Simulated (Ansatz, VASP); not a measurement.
**As, level by level in two programs**

```
CELL_PARAMETERS angstrom
2.70368 0.00000 0.00000
0.00000 2.70368 0.00000
0.00000 0.00000 2.70368
ATOMIC_POSITIONS crystal
As 0.50000 0.50000 0.50000
```

Single points on this cell with VASP 6.6.1 and Ansatz 0.2.0. Each row is one pair of runs. Alike in all rows: spin: off.

```tsv
level	k mesh	smearing	VASP's potentials, cutoff	Ansatz's potentials, cutoff	gap on the k mesh at the Fermi level (eV), VASP	gap on the k mesh at the Fermi level (eV), Ansatz	pressure (GPa), VASP	pressure (GPa), Ansatz
PBE	10 × 10 × 10	gaussian, width 0.011 eV	VASP PAW PBE potentials, release 64 (As), 520 eV	Ansatz PAW, 420 eV	none	none	2.5	2.3
PBE	10 × 10 × 10	gaussian, width 0.029 eV	VASP PAW PBE potentials, release 64 (As), 520 eV	Ansatz PAW, 420 eV	none	none	2.4	2.2
PBE	10 × 10 × 10	gaussian, width 0.03 eV	VASP PAW PBE potentials, release 64 (As), 520 eV	Ansatz PAW, 420 eV	none	none	2.4	2.2
PBE	10 × 10 × 10	gaussian, width 0.012 eV	VASP PAW PBE potentials, release 64 (As), 520 eV	Ansatz PAW, 420 eV	none	none	2.5	2.3
PBE	10 × 10 × 10	gaussian, width 0.027 eV	VASP PAW PBE potentials, release 64 (As), 500 eV	Ansatz PAW, 420 eV	none	none	2.4	2.3
r2SCAN	6 × 6 × 6	fermi-dirac, width 0.05 eV	VASP PAW PBE potentials, release 64 (As), 520 eV	Ansatz PAW, 500 eV	none	none	0.3	0.3
r2SCAN-based global hybrid	6 × 6 × 6	fermi-dirac, width 0.05 eV	VASP PAW PBE potentials, release 64 (As), 520 eV	Ansatz PAW, 500 eV	none	none	-1.3	-0.9
```

Pressure (GPa): the two programs differ by at most 0.35.

VASP's potentials hold 5 valence electrons a cell and Ansatz's 15, so a difference there can come from the potentials and not from the codes.

A gap of «none» marks a metal or a gap that the smearing closes.

The k mesh is coarse in some rows, so the values compare programs but aren't converged.
